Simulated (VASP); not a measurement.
# Tl2SeOF4 (P1) in VASP: single point with PBEsol

Aim: the single point of Tl2SeOF4 with PBEsol.

Program: VASP 6.6.1. These are calculated values, not measurements. Logs are shortened: lines on timing, memory, paths and dates and some standing lists are left out, and cuts for length are marked.

## (1) The cell of the first run

The typed cell holds 16 atoms: a = 6.336 Å, b = 7.313 Å, c = 6.603 Å, α = 87.22°, β = 91.52°, γ = 69.29°.

## (2) Single point, PBEsol

Input file INCAR:

```
ALGO     = Fast           # electronic algorithm
EDIFF    = 1E-6           # SCF threshold, eV
ENCUT    = 520            # plane-wave cutoff, eV
GGA      = PS             # functional
ISIF     = 2              # what is computed and relaxed
ISMEAR   = -1             # smearing method
LASPH    = T              # aspherical terms in the spheres
LCHARG   = F              # write CHGCAR
LREAL    = Auto         
LWAVE    = F              # write WAVECAR
NBANDS   = 80             # bands
NELM     = 100            # most SCF steps
PREC     = Accurate       # precision mode
SIGMA    = 0.1            # smearing width, eV
```

Input file KPOINTS:

```
Automatic mesh
0
Gamma
  3 3 3
  0.5 0.5 0
```

Input file POSCAR:

```
Tl2SeOF4
1.0
    6.3301577000      0.2664952800      0.0786408900
    2.8736968700     -6.7225511000     -0.1763387800
   -0.0842311200     -0.2112602500     -6.5987975400
Tl F O Se
4 8 2 2
Direct
    0.5681590000      0.8620760000      0.7482050000
    0.4349860000      0.1354210000      0.2334940000
    0.2431070000      0.5184050000      0.7375700000
    0.7565980000      0.4862270000      0.2523890000
    0.1206140000      0.2331650000      0.9404940000
    0.8946350000      0.7663040000      0.4609250000
    0.3204960000      0.7825850000      0.0464200000
    0.6663420000      0.2293020000      0.5550920000
    0.8652340000      0.8040200000      0.0506250000
    0.1253430000      0.2058630000      0.5571540000
    0.6619730000      0.2203160000      0.9559000000
    0.3360880000      0.7773580000      0.4458590000
    0.7897020000      0.4372370000      0.7516860000
    0.2301060000      0.5331710000      0.2457010000
    0.8960140000      0.2073890000      0.7402450000
    0.1050970000      0.7986880000      0.2545740000
```

Potentials or basis: VASP PAW PBE potentials, release 64 (Tl_d, F, O, Se).

Run with:

```bash
$ cat potpaw_PBE.64/Tl_d/POTCAR potpaw_PBE.64/F/POTCAR potpaw_PBE.64/O/POTCAR potpaw_PBE.64/Se/POTCAR > POTCAR
$ mpirun -np 1 vasp_std > vasp.out
```

OUTCAR:

```text
EDIFF = 1E-6
   ENCUT = 520
   GGA = PS
   ISIF = 2
   ISMEAR = -1
   LASPH = T
   LREAL = Auto
   NELM = 100
   PREC = Accurate

 ion  position               nearest neighbor table
   1  0.568  0.862  0.748-   9 2.62  12 2.67   7 2.72   6 2.77  13 2.92   3 3.77   2 3.78   2 3.81
                             4 4.08   3 4.13
   2  0.435  0.135  0.233-  11 2.54   5 2.62  14 2.74   8 2.80  10 2.88   1 3.78   4 3.80   1 3.81
                             3 4.07
   3  0.243  0.518  0.738-   5 2.77   6 2.85  12 2.85  10 2.94   7 3.02   1 3.77   2 4.07   1 4.13

   4  0.757  0.486  0.252-   8 2.88   6 2.89   9 2.92  11 3.02   2 3.80   1 4.08
   5  0.121  0.233  0.940-  15 1.98   2 2.62   3 2.77
   6  0.895  0.766  0.461-  16 1.99   1 2.77   3 2.85   4 2.89
   7  0.320  0.783  0.046-  16 1.94   1 2.72   3 3.02
   8  0.666  0.229  0.555-  15 1.83   2 2.80   4 2.88
   9  0.865  0.804  0.051-  16 1.99   1 2.62   4 2.92
  10  0.125  0.206  0.557-  15 1.91   2 2.88   3 2.94
  11  0.662  0.220  0.956-  15 2.06   2 2.54   4 3.02
  12  0.336  0.777  0.446-  16 1.87   1 2.67   3 2.85
  13  0.790  0.437  0.752-  15 1.58   1 2.92
  14  0.230  0.533  0.246-  16 1.82   2 2.74
  15  0.896  0.207  0.740-  13 1.58   8 1.83  10 1.91   5 1.98  11 2.06
  16  0.105  0.799  0.255-  14 1.82  12 1.87   7 1.94   9 1.99   6 1.99

  LATTYP: Found a triclinic cell.
 ALAT       =     7.8012117907
 B/A-ratio  =     0.8122139298
 C/A-ratio  =     0.8463705239
 COS(alpha) =     0.0264943785
 COS(beta)  =     0.0669823947
 COS(gamma) =     0.4807267887

  Lattice vectors:

 A1 = (  -3.4564608300,  -6.9890463800,  -0.2549796700)
 A2 = (  -6.3301577000,  -0.2664952800,  -0.0786408900)
 A3 = (  -0.0842311200,  -0.2112602500,  -6.5987975400)

Analysis of symmetry for initial positions (statically):
=====================================================================
 Subroutine PRICEL returns:
 Original cell was already a primitive cell.

 Routine SETGRP: Setting up the symmetry group for a
 triclinic supercell.

 Subroutine GETGRP returns: Found  1 space group operations
 (whereof  1 operations were pure point group operations)
 out of a pool of  2 trial point group operations.

The static configuration has the point symmetry C_1 .

Analysis of symmetry for dynamics (positions and initial velocities):
=====================================================================
 Subroutine PRICEL returns:
 Original cell was already a primitive cell.

 Routine SETGRP: Setting up the symmetry group for a
 triclinic supercell.

 Subroutine GETGRP returns: Found  1 space group operations
 (whereof  1 operations were pure point group operations)
 out of a pool of  2 trial point group operations.

The dynamic configuration has the point symmetry C_1 .

 Subroutine INISYM returns: Found  1 space group operations
 (whereof  1 operations are pure point group operations),
 and found     1 'primitive' translations

----------------------------------------------------------------------------------------

                                     Primitive cell

  volume of cell :     285.5400

  direct lattice vectors                    reciprocal lattice vectors
     6.330157700  0.266495280  0.078640890     0.155226957  0.066462840 -0.004109218
     2.873696870 -6.722551100 -0.176338780     0.006100493 -0.146266057  0.004604832
    -0.084231120 -0.211260250 -6.598797540     0.001686888  0.004700716 -0.151714787

  length of vectors
     6.336252886  7.313133553  6.602715710     0.168907084  0.146465627  0.151796966

  position of ions in fractional coordinates (direct lattice)
     0.568159000  0.862076000  0.748205000
     0.434986000  0.135421000  0.233494000
     0.243107000  0.518405000  0.737570000
     0.756598000  0.486227000  0.252389000
     0.120614000  0.233165000  0.940494000
     0.894635000  0.766304000  0.460925000
[... 8 lines left out ...]
     0.896014000  0.207389000  0.740245000
     0.105097000  0.798688000  0.254574000

  ion indices of the primitive-cell ions
   primitive index   ion index
                 1           1
                 2           2
                 3           3
                 4           4
                 5           5
                 6           6
[... 8 lines left out ...]
                15          15
                16          16

----------------------------------------------------------------------------------------

 KPOINTS: Automatic mesh

Automatic generation of k-mesh.
 Grid dimensions read from file:
 generate k-points for:    3    3    3

 Generating k-lattice:

  Cartesian coordinates                     Fractional coordinates (reciprocal lattice)
     0.051742319  0.022154280 -0.001369739     0.333333333 -0.000000000  0.000000000
     0.002033498 -0.048755352  0.001534944    -0.000000000  0.333333333  0.000000000
     0.000562296  0.001566905 -0.050571596     0.000000000  0.000000000  0.333333333

  Length of vectors
     0.056302361  0.048821876  0.050598989

  Shift w.r.t. Gamma in fractional coordinates (k-lattice)
     0.500000000  0.500000000  0.000000000

 Subroutine IBZKPT returns following result:
 ===========================================

 Found     14 irreducible k-points:

 Following reciprocal coordinates:
            Coordinates               Weight
  0.166667  0.166667 -0.000000      2.000000
  0.500000  0.166667 -0.000000      2.000000
 -0.166667  0.166667  0.000000      2.000000
  0.166667  0.500000  0.000000      2.000000
  0.500000  0.500000 -0.000000      1.000000
  0.166667  0.166667  0.333333      2.000000
  0.500000  0.166667  0.333333      2.000000
 -0.166667  0.166667  0.333333      2.000000
  0.166667  0.500000  0.333333      2.000000
  0.500000  0.500000  0.333333      2.000000
 -0.166667  0.500000  0.333333      2.000000
  0.166667 -0.166667  0.333333      2.000000
  0.500000 -0.166667  0.333333      2.000000
 -0.166667 -0.166667  0.333333      2.000000
   k-points           NKPTS =     14   k-points in BZ     NKDIM =     14   number of bands    NBANDS=     80
   number of dos      NEDOS =    301   number of ions     NIONS =     16
   total plane-waves  NPLWV = 129600
   dimension x,y,z NGX =    48 NGY =   54 NGZ =   50
   dimension x,y,z NGXF=    96 NGYF=  108 NGZF=  100
   ions per type =               4   8   2   2
   NGX,Y,Z   is equivalent  to a cutoff of  12.59, 12.28, 12.59 a.u.
   NGXF,Y,Z  is equivalent  to a cutoff of  25.19, 24.55, 25.18 a.u.
 SYSTEM =  unknown system
   PREC   = accura    normal or accurate (medium, high low for compatibility)
   ISTART =      0    job   : 0-new  1-cont  2-samecut
   ICHARG =      2    charge: 1-file 2-atom 10-const
   ISPIN  =      1    spin polarized calculation?
   LNONCOLLINEAR =      F non collinear calculations
   LSORBIT =      F    spin-orbit coupling
   LASPH  =      T    aspherical Exc in radial PAW
   ENCUT  =  520.0 eV  38.22 Ry    6.18 a.u.  11.78 13.60 12.28*2*pi/ulx,y,z
   NELM   =    100;   NELMIN=  2; NELMDL= -5     # of ELM steps
   EDIFF  = 0.1E-05   stopping-criterion for ELM
   LREAL  =      T    real-space projection
   EDIFFG = 0.1E-04   stopping-criterion for IOM
   NSW    =      0    number of steps for IOM
   IBRION =     -1    ionic relax: 0-MD 1-quasi-New 2-CG
   NFREE  =      0    steps in history (QN), initial steepest desc. (CG)
   ISIF   =      2    stress and relaxation
   ISYM   =      2    0-nonsym 1-usesym 2-fastsym
   POTIM  = 0.5000    time-step for ionic-motion
   TEBEG  =    0.0;   TEEND  =   0.0 temperature during run
   PSTRESS=    0.0 pullay stress
   NELECT =     132.0000    total number of electrons
   NUPDOWN=      -1.0000    fix difference up-down
   EMIN   =  10.00;   EMAX   =-10.00  energy-range for DOS
   EFERMI =   0.00;   METHOD = LEGACY
   ISMEAR =    -1;   SIGMA  =   0.10  broadening in eV -4-tet -1-fermi 0-gaus
   EFERMI_NEDOS =   21; number of points for ismear=-14 and -15
   IALGO  =     68    algorithm
   IMIX   =      4    mixing-type and parameters
     AMIX     =   0.40;   BMIX     =  1.00
     AMIX_MAG =   1.60;   BMIX_MAG =  1.00
  volume/ion in A,a.u.               =      17.85       120.43
  Fermi-wavevector in a.u.,A,eV,Ry     =   1.265835  2.392082 21.801143  1.602339
  Thomas-Fermi vector in A             =   2.399068
   LORBIT       =      0    0 simple, 1 ext, 2 COOP (PROOUT), +10 PAW based schemes
   GGA     = PS    functional components
   LHFCALC =     F    Hartree Fock is set to
   AEXX    =    0.0000 exact exchange contribution
   IVDW    =     0    specifies the selected vdW correction
   LEPSILON=     F    determine dielectric tensor
   LRPA    =     F    only Hartree local field effects (RPA)
 non-spin polarized calculation
 RMM-DIIS sequential band-by-band and
  energy-cutoff  :      520.00
  volume of cell :      285.54
 maximum number of plane-waves:      7702
 NGX is ok and might be reduce to    48
   NGX = 23   NGY = 27   NGZ = 25

 number of electron     132.0000010 magnetization

 Free energy of the ion-electron system (eV)
  ---------------------------------------------------
  ext. energy  EPLUGINS =         0.00000000
  ---------------------------------------------------
  free energy    TOTEN  =       -68.03252112 eV

  energy without entropy =      -68.03252084  energy(sigma->0) =      -68.03252098

 E-fermi :   3.0944     XC(G=0):  -9.4407

 val. band max:        1.4945059727   @ k =   0.5000   0.5000  -0.0000
 cond. band min:       4.6216962491   @ k =   0.1667   0.5000   0.0000
 fundamental gap:      3.1271902764
 Fermi energy:         3.0944377159

 k-point     1 :       0.1667    0.1667   -0.0000
  band No.  band energies     occupation
      1     -21.9035      2.00000
      2     -21.8001      2.00000
      3     -20.9936      2.00000
      4     -20.8636      2.00000
      5     -20.7071      2.00000
      6     -20.3080      2.00000
[... 70 lines left out ...]
     77       7.6072      0.00000
     78       8.0285      0.00000

 k-point     2 :       0.5000    0.1667   -0.0000
  band No.  band energies     occupation
      1     -21.8940      2.00000
      2     -21.7970      2.00000
      3     -21.0030      2.00000
      4     -20.8614      2.00000
      5     -20.7121      2.00000
      6     -20.3146      2.00000
[... 70 lines left out ...]
     77       7.5562      0.00000
     78       7.7046      0.00000
[... 889 lines left out ...]
     77       7.6597      0.00000
     78       7.9115      0.00000

 k-point    14 :      -0.1667   -0.1667    0.3333
  band No.  band energies     occupation
      1     -21.9004      2.00000
      2     -21.7996      2.00000
      3     -20.9937      2.00000
      4     -20.8618      2.00000
      5     -20.7085      2.00000
      6     -20.3109      2.00000
[... 70 lines left out ...]
     77       7.5475      0.00000
     78       7.8263      0.00000
 [bands above 78 left out]

------------------------ aborting loop because EDIFF is reached ----------------------------------------

  FORCE on cell =-STRESS in cart. coord.  units (eV):
  Direction    XX          YY          ZZ          XY          YZ          ZX
  --------------------------------------------------------------------------------------
  -------------------------------------------------------------------------------------
  Total        2.6224422     -1.3483151      4.9339721     -3.1183643     -3.1111331     -2.5836961
  in kB       14.7146389     -7.5654555     27.6847347    -17.4972795    -17.4567046    -14.4972327
  external PRESSURE =      11.6113060 kB  Pullay stress =       0.0000000 kB

 VOLUME and BASIS-vectors are now :
 -----------------------------------------------------------------------------
  energy-cutoff  :      520.00
  volume of cell :      285.54
      direct lattice vectors                 reciprocal lattice vectors
     6.330157700  0.266495280  0.078640890     0.155226957  0.066462840 -0.004109218
     2.873696870 -6.722551100 -0.176338780     0.006100493 -0.146266057  0.004604832
    -0.084231120 -0.211260250 -6.598797540     0.001686888  0.004700716 -0.151714787

 POSITION                                       TOTAL-FORCE (eV/Angst)
 -----------------------------------------------------------------------------------
      6.01086     -5.80200     -5.04459         0.140591     -0.021503     -0.084132
      3.12302     -0.84378     -1.53045        -0.056228     -0.244977      0.115137
      2.96652     -3.57604     -4.93937        -0.086332      0.273658     -0.247257
      6.16539     -3.12038     -1.69171         0.129691     -0.058027      0.243559
      1.35433     -1.73401     -6.23776         0.522571      0.740864     -0.709949
      7.82648     -5.01048     -3.10632         0.222688     -0.290592     -0.005581
[... 8 lines left out ...]
      6.20553     -1.31178     -4.85083         0.358720      1.438943     -1.961677
      2.93902     -5.39499     -1.81246        -0.526667      4.788522      1.305144
 -----------------------------------------------------------------------------------
    total drift:                               -0.003444      0.014990     -0.004481

  FREE ENERGIE OF THE ION-ELECTRON SYSTEM (eV)
  ---------------------------------------------------
  free  energy   TOTEN  =       -68.0325211224 eV

  energy  without entropy=      -68.0325208368  energy(sigma->0) =      -68.03252098
```

Run time: 7.5 min. Hardware: 1 thread of Intel Xeon Platinum 8559C (Emerald Rapids), shared host; peak memory 0.47 GiB.

Results:

| Quantity | Value |
| --- | --- |
| Free energy | -68.0325 eV |
| Pressure | 1.2 GPa |
| Largest force | 4.991 eV/Å |
| Band gap on the k mesh | 3.13 eV (least direct gap 3.36 eV) |

Forces in eV/Å, atoms in the order of the input:
```
Tl   0.141 -0.022 -0.084
Tl  -0.056 -0.245  0.115
Tl  -0.086  0.274 -0.247
Tl   0.130 -0.058  0.244
F    0.523  0.741 -0.710
F    0.223 -0.291 -0.006
F    0.311 -0.818  0.288
F   -1.183  0.595  1.489
F    0.123  0.024 -0.075
F    0.049  0.050  0.677
F   -0.402  0.561 -0.383
F    0.616 -0.311 -0.629
O    0.552 -3.657  0.602
O   -0.771 -3.071 -0.624
Se   0.359  1.439 -1.962
Se  -0.527  4.789  1.305
```

Stress tensor (GPa, compression positive):
```
 1.47 -1.75 -1.45
-1.75 -0.76 -1.75
-1.45 -1.75  2.77
```

Levels at points of the mesh, in eV from the valence-band top:
| k point | band 63 | band 64 | band 65 | band 66 | band 67 | band 68 | band 69 | band 70 |
| --- | --- | --- | --- | --- | --- | --- | --- | --- |
| (0.50, 0.50, 0.00) | -0.90 | -0.46 | -0.36 | 0.00 | 3.64 | 3.87 | 4.26 | 4.40 |

Caveat: the PAW data sets were made with another functional, which shifts forces and pressure a little; spin-orbit coupling is left out, which moves the levels of the heavy elements; a shifted mesh leaves out Γ, where band edges can lie. A k mesh can miss the band edges.
